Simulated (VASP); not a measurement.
Here is a VASP 6.6.1 calculation.

The input INCAR:

```
PREC = Accurate ; ENCUT = 520
EDIFF = 1E-6 ; ISMEAR = 0
SIGMA = 0.1 ; LREAL = False
LASPH = True ; NELM = 60
ALGO = Normal ; ISIF = 2
LWAVE = False ; LCHARG = False
GGA = PE ; NBANDS = 17
```

The input KPOINTS:

```
regular mesh
0
Gamma
  4 4 4
```

Contents of POSCAR:

```
Sr
1.0
    4.0507212500      0.0000000000      0.0000000000
    0.0000000000      4.0507212500      0.0000000000
    0.0000000000      0.0000000000      7.1844617900
Sr
2
Direct
    0.5000000000      0.0000000000      0.5843236000
    0.0000000000      0.5000000000      0.4156764000
```

Potentials or basis: VASP PAW PBE potentials, release 64 (Sr_sv).

Launch:

```bash
$ cat potpaw_PBE.64/Sr_sv/POTCAR > POTCAR
$ mpirun -np 1 vasp_std > vasp.out
```

Q: Estimate the band gap on the k mesh.

A: Zero (bands 10 and 11 overlap by 1.09 eV).

Q: Predict the largest force.

A: 2.347 eV/Å.

Q: What does it give for the pressure?

A: 7.1 GPa.

Forces in eV/Å, atoms in the order of the input:
```
Sr   0.000  0.000  2.347
Sr   0.000  0.000 -2.347
```

Caveat: the k points lie up to 0.39 Å⁻¹ apart, too coarse for converged energies and pressures of a metal; forces of over 1 eV/Å act on the atoms, so gaps and moduli don't describe the material at rest.
